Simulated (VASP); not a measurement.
Set up this calculation in VASP 6.6.1, as the native input.

| Quantity | Value |
| --- | --- |
| Task | single point |
| Functional | PBEsol |
| Potentials or basis | VASP PAW PBE potentials, release 64 (Si) |
| Cutoff | 520 eV |
| k mesh | 2 × 2 × 2 |
| Occupations | fermi-dirac, width 0.05 eV |
| Spin | no spin polarisation |
| Dipole correction | no |
| Further INCAR settings | LREAL = Auto; ALGO = Normal; EDIFF = 1e-06; NBANDS = 48 |

The structure of Si (a cell with a defect) lies in POSCAR:

```
Si
1.0
    0.0000000000      5.4300000000      5.4300000000
    5.4300000000      0.0000000000      5.4300000000
    5.4300000000      5.4300000000      0.0000000000
Si
17
Direct
   -0.0040357274     -0.0046267035     -0.0016777164
    0.1370164825      0.1364448435      0.0896126151
    0.0134648250      0.0128867403      0.4602756906
    0.1175822284      0.1170150092      0.6198752302
   -0.0040392265      0.5098578269     -0.0016828729
    0.1191681400      0.6233423573      0.1336574586
   -0.0119622468      0.5029546961      0.5055714549
    0.1175870166      0.6450433702      0.6198730203
    0.5104295580     -0.0046264273     -0.0016713628
    0.6239313076      0.1185782689      0.1336548803
    0.5035287293     -0.0125346225      0.5055701657
    0.6456204420      0.1170112339      0.6198802947
    0.4927127993      0.4921186924      0.0225522099
    0.6239279926      0.6233425414      0.1336563536
    0.5035284530      0.5029538674      0.5055706262
    0.6171492634      0.6165768877      0.6492157459
    0.2672593923      0.2666719153      0.6989041436
```

One way to write it, as run:

INCAR

```
SYSTEM = Si
PREC = Accurate ; ENCUT = 520
EDIFF = 1E-6 ; ISMEAR = -1
SIGMA = 0.05 ; LREAL = Auto
LASPH = .TRUE. ; NELM = 60
ALGO = Normal ; ISIF = 2
LWAVE = .FALSE. ; LCHARG = .TRUE.
GGA = PS ; LELF = .TRUE.
LVHAR = .TRUE. ; NBANDS = 48
```

KPOINTS

```
Automatic mesh
0
G
  2 2 2
  0 0 0
```

Potentials or basis: VASP PAW PBE potentials, release 64 (Si).

Launch:

```sh
$ cat potpaw_PBE.64/Si/POTCAR > POTCAR
$ mpirun -np 1 vasp_std > vasp.out
```

Results of the run:

* Pressure: 3.2 GPa
* Largest force: 0.274 eV/Å
* Band gap on the k mesh: zero (bands 34 and 35 overlap by 0.14 eV)

Caveat: the k points lie up to 0.50 Å⁻¹ apart; the PAW data sets were made with another functional, which shifts forces and pressure a little.

It took 6.8 min on 1 thread of Intel Xeon 8259CL, with other jobs on the host, peak memory 0.47 GiB.
